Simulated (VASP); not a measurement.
Input of a VASP 6.6.1 run:

Contents of INCAR:

```
ALGO = Normal
EDIFF = 1E-7
ENCUT = 520
GGA = PE
ISIF = 2
ISMEAR = -1
LASPH = True
LCHARG = False
LREAL = False
LWAVE = False
NBANDS = 33
NELM = 60
PREC = Accurate
SIGMA = 0.02
```

The input KPOINTS:

```
k-points
0
Gamma
  6 6 8
```

Contents of POSCAR:

```
TiO2
1.0
    4.5049164241      0.0000000000      0.0000000000
    0.0000000000      4.5049164241      0.0000000000
    0.0000000000      0.0000000000      2.8944214413
Ti O
2 4
Direct
    0.0000000000      0.0000000000      0.0000000000
    0.5000000000      0.5000000000      0.5000000000
    0.3026512158      0.3026512158      0.0000000000
    0.1973487842      0.8026512158      0.5000000000
    0.8026512158      0.1973487842      0.5000000000
    0.6973487842      0.6973487842      0.0000000000
```

Potentials or basis: VASP PAW PBE potentials, release 64 (Ti_sv, O).

Launch:

```console
$ cat potpaw_PBE.64/Ti_sv/POTCAR potpaw_PBE.64/O/POTCAR > POTCAR
$ mpirun -np 1 vasp_std > vasp.out
```

Problem. Predict the largest force.

Solution. 0.077 eV/Å.

Problem. What does it give for the pressure?

Solution. 22.5 GPa.

Problem. What does it give for the band gap on the k mesh?

Solution. 1.93 eV, direct.

Stress tensor (GPa, compression positive):
```
21.26  0.00  0.00
 0.00 21.26  0.00
 0.00  0.00 24.86
```

Caveat: the cell differs from its parent crystal (strain -2.0%). A k mesh can miss the band edges.
